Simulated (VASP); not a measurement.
Write the native input for VASP 6.6.1 that does the following.

```
Task                   : single point
Functional             : PBE
Potentials or basis    : VASP PAW PBE potentials, release 64 (Ba_sv, Ti_sv, O)
Cutoff                 : 520 eV
k mesh                 : 6 × 6 × 6
Occupations            : gaussian, width 0.05 eV
Spin                   : no spin polarisation
Hubbard terms          : Ti d U = 4.0 eV
Dipole correction      : no
Further INCAR settings : ALGO = Normal; EDIFF = 1e-06; NBANDS = 28
```

The structure of BaTiO3 lies in POSCAR:

```
BaTiO3
1.0
    4.0082194129      0.0000000000      0.0000000000
    0.0000000000      2.8732814832      3.0302143625
    0.0000000000     -2.8732814832      3.0302143625
Ba Ti O
1 1 3
Direct
    0.0000000000      0.0080771898      0.0080771898
    0.5000000000      0.5197092923      0.5197092923
    0.0000000000      0.4916268263      0.4916268263
    0.5000000000      0.4938075436      0.9829991481
    0.5000000000      0.9829991481      0.4938075436
```

This cell differs from its parent crystal: strain +0.000 along x and y, +0.050 along z.

One way to write it, as run:

INCAR

```
PREC = Accurate
ENCUT = 520
EDIFF = 1E-6
ISMEAR = 0
SIGMA = 0.05
LREAL = False
LASPH = True
NELM = 150
ALGO = Normal
ISIF = 2
LWAVE = False
LCHARG = False
LMAXMIX = 4
LDAU = True
LDAUTYPE = 2
LDAUL = -1 2 -1
LDAUU = 0 4 0
LDAUJ = 0 0 0
LDAUPRINT = 1
GGA = PE
NBANDS = 28
```

KPOINTS

```
regular mesh
0
Gamma
  6 6 6
```

Potentials or basis: VASP PAW PBE potentials, release 64 (Ba_sv, Ti_sv, O).

Command:

```sh
$ cat potpaw_PBE.64/Ba_sv/POTCAR potpaw_PBE.64/Ti_sv/POTCAR potpaw_PBE.64/O/POTCAR > POTCAR
$ mpirun -np 1 vasp_std > vasp.out
```

It gave:

```
Pressure               : -3.5 GPa
Largest force          : 0.197 eV/Å
Band gap on the k mesh : 2.27 eV (least direct gap 2.67 eV)
```

Caveat: the cell differs from its parent crystal (strain +0.000 along x and y, +0.050 along z); the stress differs along the axes, from -9 to 0 GPa; spin-orbit coupling is left out, which moves the levels of the heavy elements.

Run time: 56 s on 1 thread of AMD EPYC 9R45 96-Core Processor (Zen 5), on a shared host, peak memory 0.22 GiB.
